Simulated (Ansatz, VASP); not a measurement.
Ta in VASP and in Ansatz

Contents of INCAR:

```
SYSTEM = Ta
PREC = Accurate
ENCUT = 520
EDIFF = 1E-6
ISMEAR = 0
SIGMA = 0.15
LREAL = .FALSE.
LASPH = .TRUE.
NELM = 100
ALGO = Fast
ISIF = 2
LWAVE = .FALSE.
LCHARG = .FALSE.
GGA = PS
NBANDS = 12
```

KPOINTS

```
regular mesh
0
G
  22 22 22
  0 0 0
```

Contents of POSCAR:

```
Ta
1.0
   -1.6414382821      1.6414382821      1.7688138928
    1.6414382821     -1.6414382821      1.7688138928
    1.6414382821      1.6414382821     -1.7688138928
Ta
1
Direct
    0.0000000000      0.0000000000      0.0000000000
```

Input for Ansatz:

```yaml
crystal:
  lattice:
    - [-1.6414382821, 1.6414382821, 1.7688138928]
    - [1.6414382821, -1.6414382821, 1.7688138928]
    - [1.6414382821, 1.6414382821, -1.7688138928]
  atoms:
    - { symbol: Ta, position: [0.0, 0.0, 0.0] }
basis:
  ecutwfc: 420
kpoints:
  mp_grid: { grid: [22, 22, 22] }
hamiltonian:
  xc: pbesol
  pseudopotentials: { kind: paw, azcp: { folder: soft_1 } }
scf:
  occupations: { method: gaussian, width: 0.15 }
output:
  forces: true
  stress: true
  eigenvalues: true
```

Alike in both runs: task single point; functional PBEsol; k mesh 22 × 22 × 22; occupations gaussian, width 0.15 eV; no spin polarisation.

|  | VASP | Ansatz |
| --- | --- | --- |
| version | VASP 6.6.1 | Ansatz 0.2.0 |
| potentials or method | VASP PAW PBE potentials, release 64 (Ta_pv), cutoff 520 eV | scalar-relativistic, plane waves, PAW |
| valence electrons in the cell | 11 | 13 |

|  | VASP | Ansatz | Ansatz less VASP |
| --- | --- | --- | --- |
| gap on the k mesh at the Fermi level (eV) | none | none | - |
| pressure (GPa) | -13.2 | -13.2 | -0.05 |
| traceless stress, the component that is largest in VASP (GPa) | -4.33 | -4.33 | +0.007 |

VASP's potentials were made for PBE, not for PBEsol, and Ansatz warns of the same on its side. A gap of «none» marks a metal or a gap that the smearing closes. VASP's potentials hold 11 valence electrons a cell and Ansatz's 13, so a difference there can come from the potentials and not from the codes.

Spin-orbit coupling is off throughout.
